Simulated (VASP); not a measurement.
Write the native input for VASP 6.6.1 that does the following.

```yaml
Task: single point
Functional: LDA
Potentials_or_basis: VASP PAW LDA potentials, release 64 (O, H, S)
Cutoff: 520 eV
k_mesh: 1 × 1 × 1
Occupations: fermi-dirac, width 0.05 eV
Spin: no spin polarisation
Dipole_correction: no
Further_INCAR_settings: LREAL = Auto; ALGO = Normal; EDIFF = 1e-06; NBANDS = 66
```

The structure of H22SO10 lies in POSCAR:

```
H22SO10
1.0
    7.1137870000      0.0000000000      0.0000000000
    0.0000000000      7.1137870000      0.0000000000
    0.0000000000      0.0000000000      7.1137870000
O H S
10 22 1
Direct
    0.7831693583      0.4097395663      0.5428894624
   -0.1146506073      0.1947907633      0.2534374448
    0.3440783369      0.3447952546      0.3070375877
    0.1157330125      0.4394846233      0.6920926927
    1.0522243638      0.4548772686      1.0863130988
   -0.0593073703      0.8079662773      0.5571715881
    0.4257366716     -0.0682336989      0.4214492225
    0.4892049762      0.6158744984      0.6304518254
    0.1242938536      0.1307742276      0.5621900122
    0.8700148036      0.7988290906      0.1807757247
    0.9065073216      0.4566203627      0.5832477132
    0.8012891024      0.3135179617      0.4504492474
   -0.0965308632      0.2822406687      0.1432710875
   -0.1187131411      0.0615002951      0.2086792871
    0.4599800359      0.3154156851      0.2359362179
    0.3841132719      0.4343256271      0.4016144987
    0.1058507937      0.3013725320      0.6593815643
    0.2479832472      0.4710711749      0.6725672276
    1.1607881990      0.4373619846      1.1728633427
    1.0781599168      0.4287168002      0.9528398868
   -0.0937897072      0.7436826545      0.4365185519
   -0.0372516073      0.6858653485      0.6221721286
    0.5300692866     -0.0449690158      0.4964163251
    0.3190283881      0.0290140821      0.4354220895
    0.4675428151      0.7214019762      0.5449699295
    0.6131052279      0.5606015474      0.5846112626
    0.0949423985      0.1666341711      0.4280279969
    0.0574096469      0.0115690841      0.5732670939
    0.7694495210      0.8242164124      0.0863534430
    0.9372785550      0.6818731008      0.1275551264
    0.5121885151      0.3582761193      0.8627050543
    0.4211961927      0.1017179738      0.9519823970
    0.5749961308      0.2115610153      0.9573944230
```

One way to write it, as run:

INCAR

```
  PREC = Accurate
  ENCUT = 520
  EDIFF = 1E-6
  ISMEAR = -1
  SIGMA = 0.05
  LREAL = Auto
  LASPH = T
  NELM = 120
  ALGO = Normal
  ISIF = 2
  LWAVE = F
  LCHARG = F
  NBANDS = 66
  GGA_COMPAT = F
```

KPOINTS

```
Automatic mesh
0
Gamma
  1 1 1
```

Potentials or basis: VASP PAW LDA potentials, release 64 (O, H, S).

The run is started by

```bash
$ cat potpaw_LDA.64/O/POTCAR potpaw_LDA.64/H/POTCAR potpaw_LDA.64/S/POTCAR > POTCAR
$ mpirun -np 1 vasp_gam > vasp.out
```

It gave:

| Property | Result |
| --- | --- |
| Pressure | 0.2 GPa |
| Largest force | 3.517 eV/Å |
| Band gap on the k mesh | 4.07 eV |

Caveat: the k points lie up to 0.88 Å⁻¹ apart.

Run time: 20 s on 1 thread of AMD EPYC 9R45 96-Core Processor (Zen 5) (shared host), peak memory 0.26 GiB.
